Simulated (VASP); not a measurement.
# KRu2 (I4/mmm) in VASP: relaxation of the atoms with r2SCAN

Aim: the relaxation of the atoms of KRu2 with r2SCAN.

Everything below comes from runs of VASP 6.6.1. Logs are shortened: lines on timing, memory, paths and dates and some standing lists are left out, and cuts for length are marked.

## (1) The cell of the first run

The structure is tetragonal, space group I4/mmm (No. 139). The conventional cell has a = 3.656 Å, b = 3.656 Å, c = 9.128 Å, α = 90.00°, β = 90.00°, γ = 90.00°. K (site symmetry 4/mmm) has 10 Ru at 3.00 to 3.04 Å and 4 K at 3.66 Å within 4.0 Å. Ru (site symmetry 4mm) has 9 Ru at 3.00 to 3.66 Å and 5 K at 3.00 to 3.04 Å within 3.9 Å.

## (2) Relaxation of the atoms, r2SCAN

POSCAR reads:

```
KRu2
1.0
    0.0000000000      3.6556312300      0.0000000000
    3.6556312300      0.0000000000      0.0000000000
    1.8278151100      1.8278151100     -4.5640568300
K Ru
1 2
Direct
    0.0000000000      0.0000000000      0.0000000000
    0.3330000000      0.3330000000      0.3340000000
    0.6670000000      0.6670000000      0.6660000000
```

INCAR.step1 reads:

```
PREC = Accurate
ENCUT = 520
ISMEAR = -1
SIGMA = 0.1
LREAL = F
LASPH = T
NELM = 100
GGA = PE
ALGO = Normal
EDIFF = 1E-4
LWAVE = T
LCHARG = F
```

INCAR.step2 reads:

```
PREC = Accurate
ENCUT = 520
EDIFF = 1E-7
ISMEAR = -1
SIGMA = 0.1
LREAL = F
LASPH = T
NELM = 100
ALGO = Normal
ISIF = 2
LWAVE = F
LCHARG = F
METAGGA = R2SCAN
LMIXTAU = T
IBRION = 2
NSW = 100
EDIFFG = -0.03
ISTART = 1
```

KPOINTS reads:

```
Automatic mesh
0
Gamma
  9 9 9
```

Potentials or basis: VASP PAW PBE potentials, release 64 (K_sv, Ru_pv).

Command:

```console
$ cat potpaw_PBE.64/K_sv/POTCAR potpaw_PBE.64/Ru_pv/POTCAR > POTCAR
$ cp INCAR.step1 INCAR
$ mpirun -np 1 vasp_std > vasp.out
$ cp INCAR.step2 INCAR
$ mpirun -np 1 vasp_std > vasp.out
```

OUTCAR:

```text
PREC = Accurate
   ENCUT = 520
   EDIFF = 1E-7
   ISMEAR = -1
   LREAL = F
   LASPH = T
   NELM = 100
   ISIF = 2
   METAGGA = R2SCAN
   IBRION = 2
   NSW = 100
   EDIFFG = -0.03
   ISTART = 1

 ion  position               nearest neighbor table
   1  0.000  0.000  0.000-   2 3.00   3 3.00   3 3.00   3 3.00   2 3.00   2 3.00   3 3.00   2 3.00
                             2 3.04   3 3.04
   2  0.333  0.333  0.334-   3 3.00   3 3.00   3 3.00   3 3.00   1 3.00   1 3.00   1 3.00   1 3.00
                             1 3.04   3 3.05
   3  0.667  0.667  0.666-   2 3.00   2 3.00   2 3.00   2 3.00   1 3.00   1 3.00   1 3.00   1 3.00
                             1 3.04   2 3.05

  LATTYP: Found a body centered tetragonal cell.
 ALAT       =     3.6556312300
 C/A-ratio  =     2.4970006780

  Lattice vectors:

 A1 = (  -1.8278151100,   1.8278161200,   4.5640568300)
 A2 = (   1.8278161200,  -1.8278151100,   4.5640568300)
 A3 = (   1.8278151100,   1.8278151100,  -4.5640568300)

Analysis of symmetry for initial positions (statically):
=====================================================================
 Subroutine PRICEL returns:
 Original cell was already a primitive cell.

 Routine SETGRP: Setting up the symmetry group for a
 body centered tetragonal supercell.

 Subroutine GETGRP returns: Found 16 space group operations
 (whereof 16 operations were pure point group operations)
 out of a pool of 16 trial point group operations.

The static configuration has the point symmetry D_4h.

Analysis of symmetry for dynamics (positions and initial velocities):
=====================================================================
 Subroutine PRICEL returns:
 Original cell was already a primitive cell.

 Routine SETGRP: Setting up the symmetry group for a
 body centered tetragonal supercell.

 Subroutine GETGRP returns: Found 16 space group operations
 (whereof 16 operations were pure point group operations)
 out of a pool of 16 trial point group operations.

The dynamic configuration has the point symmetry D_4h.

 Subroutine INISYM returns: Found 16 space group operations
 (whereof 16 operations are pure point group operations),
 and found     1 'primitive' translations

----------------------------------------------------------------------------------------

                                     Primitive cell

  volume of cell :      60.9924

  direct lattice vectors                    reciprocal lattice vectors
     0.000000000  3.655631230  0.000000000     0.000000000  0.273550568  0.109551629
     3.655631230  0.000000000  0.000000000     0.273550568  0.000000000  0.109551629
     1.827815110  1.827815110 -4.564056830     0.000000000  0.000000000 -0.219103319

  length of vectors
     3.655631230  3.655631230  5.245229347     0.294671805  0.294671805  0.219103319

  position of ions in fractional coordinates (direct lattice)
     0.000000000  0.000000000  0.000000000
     0.333000000  0.333000000  0.334000000
     0.667000000  0.667000000  0.666000000

  ion indices of the primitive-cell ions
   primitive index   ion index
                 1           1
                 2           2
                 3           3

----------------------------------------------------------------------------------------

 KPOINTS: Automatic mesh

Automatic generation of k-mesh.
 Grid dimensions read from file:
 generate k-points for:    9    9    9

 Generating k-lattice:

  Cartesian coordinates                     Fractional coordinates (reciprocal lattice)
     0.000000000  0.030394508  0.012172403     0.111111111  0.000000000  0.000000000
     0.030394508  0.000000000  0.012172403     0.000000000  0.111111111  0.000000000
     0.000000000  0.000000000 -0.024344813     0.000000000  0.000000000  0.111111111

  Length of vectors
     0.032741312  0.032741312  0.024344813

  Shift w.r.t. Gamma in fractional coordinates (k-lattice)
     0.000000000  0.000000000  0.000000000

 Subroutine IBZKPT returns following result:
 ===========================================

 Found     75 irreducible k-points:

 Following reciprocal coordinates:
            Coordinates               Weight
  0.000000  0.000000  0.000000      1.000000
  0.111111  0.000000 -0.000000      8.000000
  0.222222  0.000000  0.000000      8.000000
  0.333333  0.000000 -0.000000      8.000000
  0.444444  0.000000  0.000000      8.000000
  0.111111  0.111111 -0.000000      8.000000
[... 16 lines left out ...]
 -0.333333  0.333333  0.000000      4.000000
  0.444444  0.444444  0.000000      8.000000
 [... further k-points ...]
   k-points           NKPTS =     75   k-points in BZ     NKDIM =     75   number of bands    NBANDS=     22
   number of dos      NEDOS =    301   number of ions     NIONS =      3
   total plane-waves  NPLWV =  31360
   dimension x,y,z NGX =    28 NGY =   28 NGZ =   40
   dimension x,y,z NGXF=    56 NGYF=   56 NGZF=   80
   ions per type =               1   2
   NGX,Y,Z   is equivalent  to a cutoff of  12.73, 12.73, 12.68 a.u.
   NGXF,Y,Z  is equivalent  to a cutoff of  25.47, 25.47, 25.36 a.u.
 SYSTEM =  unknown system
   PREC   = accura    normal or accurate (medium, high low for compatibility)
   ISTART =      1    job   : 0-new  1-cont  2-samecut
   ICHARG =      0    charge: 1-file 2-atom 10-const
   ISPIN  =      1    spin polarized calculation?
   LNONCOLLINEAR =      F non collinear calculations
   LSORBIT =      F    spin-orbit coupling
   LASPH  =      T    aspherical Exc in radial PAW
   ENCUT  =  520.0 eV  38.22 Ry    6.18 a.u.   6.80  6.80  9.75*2*pi/ulx,y,z
   NELM   =    100;   NELMIN=  2; NELMDL=  0     # of ELM steps
   EDIFF  = 0.1E-06   stopping-criterion for ELM
   LREAL  =      F    real-space projection
   EDIFFG = -.3E-01   stopping-criterion for IOM
   NSW    =    100    number of steps for IOM
   IBRION =      2    ionic relax: 0-MD 1-quasi-New 2-CG
   NFREE  =      1    steps in history (QN), initial steepest desc. (CG)
   ISIF   =      2    stress and relaxation
   ISYM   =      2    0-nonsym 1-usesym 2-fastsym
   POTIM  = 0.5000    time-step for ionic-motion
   TEBEG  =    0.0;   TEEND  =   0.0 temperature during run
   PSTRESS=    0.0 pullay stress
   NELECT =      37.0000    total number of electrons
   NUPDOWN=      -1.0000    fix difference up-down
   EMIN   =  10.00;   EMAX   =-10.00  energy-range for DOS
   EFERMI =   0.00;   METHOD = LEGACY
   ISMEAR =    -1;   SIGMA  =   0.10  broadening in eV -4-tet -1-fermi 0-gaus
   EFERMI_NEDOS =   21; number of points for ismear=-14 and -15
   IALGO  =     38    algorithm
   IMIX   =      4    mixing-type and parameters
     AMIX     =   0.40;   BMIX     =  1.00
     AMIX_MAG =   1.60;   BMIX_MAG =  1.00
  volume/ion in A,a.u.               =      20.33       137.20
  Fermi-wavevector in a.u.,A,eV,Ry     =   1.385852  2.618880 26.131150  1.920585
  Thomas-Fermi vector in A             =   2.510223
   LORBIT       =      0    0 simple, 1 ext, 2 COOP (PROOUT), +10 PAW based schemes
   METAGGA = R2SCAN    functional components
   LHFCALC =     F    Hartree Fock is set to
   AEXX    =    0.0000 exact exchange contribution
   IVDW    =     0    specifies the selected vdW correction
   LEPSILON=     F    determine dielectric tensor
   LRPA    =     F    only Hartree local field effects (RPA)
 conjugate gradient relaxation of ions
 non-spin polarized calculation
  energy-cutoff  :      520.00
  volume of cell :       60.99
 maximum number of plane-waves:      1661
   NGX = 13   NGY = 13   NGZ = 19

--------------------------------------- Ionic step        1  -------------------------------------------

 number of electron      36.9999996 magnetization

 Free energy of the ion-electron system (eV)
  ---------------------------------------------------
  ext. energy  EPLUGINS =         0.00000000
  ---------------------------------------------------
  free energy    TOTEN  =       -50.88227691 eV

  energy without entropy =      -50.69087452  energy(sigma->0) =      -50.78657571

------------------------ aborting loop because EDIFF is reached ----------------------------------------

  FORCE on cell =-STRESS in cart. coord.  units (eV):
  Direction    XX          YY          ZZ          XY          YZ          ZX
  --------------------------------------------------------------------------------------
  -------------------------------------------------------------------------------------
  Total       -4.2832243     -4.2832243     -2.9926776     -0.0000000     -0.0000003     -0.0000003
  in kB     -112.5137506   -112.5137506    -78.6130630     -0.0000000     -0.0000087     -0.0000087
  external PRESSURE =    -101.2135214 kB  Pullay stress =       0.0000000 kB

 VOLUME and BASIS-vectors are now :
 -----------------------------------------------------------------------------
  energy-cutoff  :      520.00
  volume of cell :       60.99
      direct lattice vectors                 reciprocal lattice vectors
     0.000000000  3.655631230  0.000000000     0.000000000  0.273550568  0.109551629
     3.655631230  0.000000000  0.000000000     0.273550568  0.000000000  0.109551629
     1.827815110  1.827815110 -4.564056830     0.000000000  0.000000000 -0.219103319
[... 149 lines left out ...]
 POSITION                                       TOTAL-FORCE (eV/Angst)
 -----------------------------------------------------------------------------------
      0.00000      0.00000      0.00000         0.000000      0.000000      0.000000
      1.82782      1.82782     -1.91672         0.000000      0.000000      0.106991
      3.65563      3.65563     -2.64734        -0.000000     -0.000000     -0.106991
 -----------------------------------------------------------------------------------
    total drift:                                0.000000      0.000000     -0.000000

  FREE ENERGIE OF THE ION-ELECTRON SYSTEM (eV)
  ---------------------------------------------------
  free  energy   TOTEN  =       -52.0280517561 eV

  energy  without entropy=      -51.8672488939  energy(sigma->0) =      -51.94765032

--------------------------------------- Ionic step        6  -------------------------------------------

 number of electron      36.9999997 magnetization

 Free energy of the ion-electron system (eV)
  ---------------------------------------------------
  ext. energy  EPLUGINS =         0.00000000
  ---------------------------------------------------
  free energy    TOTEN  =       -52.02896028 eV

  energy without entropy =      -51.87007583  energy(sigma->0) =      -51.94951805

 E-fermi :   5.5162     XC(G=0): -11.6207

 val. band max:        5.5001662785   @ k =   0.4444   0.0000   0.2222
 cond. band min:       5.5244047116   @ k =   0.4444   0.0000   0.1111
 fundamental gap:      0.0242384331
 Fermi energy:         5.5161968531

 k-point     1 :       0.0000    0.0000    0.0000
  band No.  band energies     occupation
      1     -38.2589      2.00000
      2     -38.2589      2.00000
      3     -37.7906      2.00000
      4     -37.7906      2.00000
      5     -37.7722      2.00000
      6     -37.7527      2.00000
[... 14 lines left out ...]
     21       7.5879      0.00000
     22       9.4110      0.00000
[... 552 lines left out ...]
  band No.  band energies     occupation
      1     -38.3361      2.00000
      2     -38.3233      2.00000
      3     -37.7938      2.00000
      4     -37.7548      2.00000
      5     -37.7489      2.00000
      6     -37.7334      2.00000
[... 14 lines left out ...]
     21       7.1813      0.00000
     22       7.9833      0.00000

 [... further k-points ...]

------------------------ aborting loop because EDIFF is reached ----------------------------------------

  FORCE on cell =-STRESS in cart. coord.  units (eV):
  Direction    XX          YY          ZZ          XY          YZ          ZX
  --------------------------------------------------------------------------------------
  -------------------------------------------------------------------------------------
  Total       -5.5243472     -5.5243472      6.1632100      0.0000000      0.0000007      0.0000007
  in kB     -145.1161493   -145.1161493    161.8980976      0.0000000      0.0000179      0.0000179
  external PRESSURE =     -42.7780670 kB  Pullay stress =       0.0000000 kB

 VOLUME and BASIS-vectors are now :
 -----------------------------------------------------------------------------
  energy-cutoff  :      520.00
  volume of cell :       60.99
      direct lattice vectors                 reciprocal lattice vectors
     0.000000000  3.655631230  0.000000000     0.000000000  0.273550568  0.109551629
     3.655631230  0.000000000  0.000000000     0.273550568  0.000000000  0.109551629
     1.827815110  1.827815110 -4.564056830     0.000000000  0.000000000 -0.219103319

 POSITION                                       TOTAL-FORCE (eV/Angst)
 -----------------------------------------------------------------------------------
      0.00000      0.00000      0.00000         0.000000      0.000000      0.000000
      1.82782      1.82782     -1.90857         0.000000      0.000000      0.004072
      3.65563      3.65563     -2.65549        -0.000000     -0.000000     -0.004072
 -----------------------------------------------------------------------------------
    total drift:                                0.000000      0.000000     -0.000000

  FREE ENERGIE OF THE ION-ELECTRON SYSTEM (eV)
  ---------------------------------------------------
  free  energy   TOTEN  =       -52.0289602770 eV

  energy  without entropy=      -51.8700758294  energy(sigma->0) =      -51.94951805

 reached required accuracy - stopping structural energy minimisation
```

Wall time 38 min (1 thread of Intel Xeon Platinum 8259CL at 2.50GHz (Skylake/Cascade Lake), shared host); peak memory 0.25 GiB.

Results:

| Property | Result |
| --- | --- |
| Free energy | -52.0290 eV |
| Energy gained by relaxing | 382.2 meV/atom |
| Ionic steps | 6 |
| Pressure after relaxing | -4.3 GPa |
| Largest force after relaxing | 0.004 eV/Å |

Forces on the atoms (eV/Å):
```
K    0.000  0.000  0.000
Ru   0.000  0.000  0.004
Ru   0.000  0.000 -0.004
```

Step by step:
| step | energy change (eV) | largest force (eV/Å) | pressure (GPa) |
| --- | --- | --- | --- |
| 1 | 0.0000 | 1.7687 | -10.12 |
| 2 | -0.3184 | 1.9395 | -9.62 |
| 3 | -1.1227 | 0.5625 | -5.32 |
| 4 | -1.1048 | 0.5908 | -2.61 |
| 5 | -1.1458 | 0.1070 | -4.07 |
| 6 | -1.1467 | 0.0041 | -4.28 |

Final structure:
```cif
data_structure
_symmetry_space_group_name_H-M 'P 1'
_symmetry_Int_Tables_number 1
_cell_length_a 3.6556
_cell_length_b 3.6556
_cell_length_c 5.2452
_cell_angle_alpha 69.606
_cell_angle_beta 69.606
_cell_angle_gamma 90.000
_cell_volume 60.99
loop_
_atom_site_label
_atom_site_type_symbol
_atom_site_fract_x
_atom_site_fract_y
_atom_site_fract_z
_atom_site_occupancy
K1 K 0.00000 0.00000 0.00000 1
Ru1 Ru 0.29091 0.29091 0.41817 1
Ru2 Ru 0.70909 0.70909 0.58183 1
```

Caveat: the PAW data sets were made with another functional, which shifts forces and pressure a little.
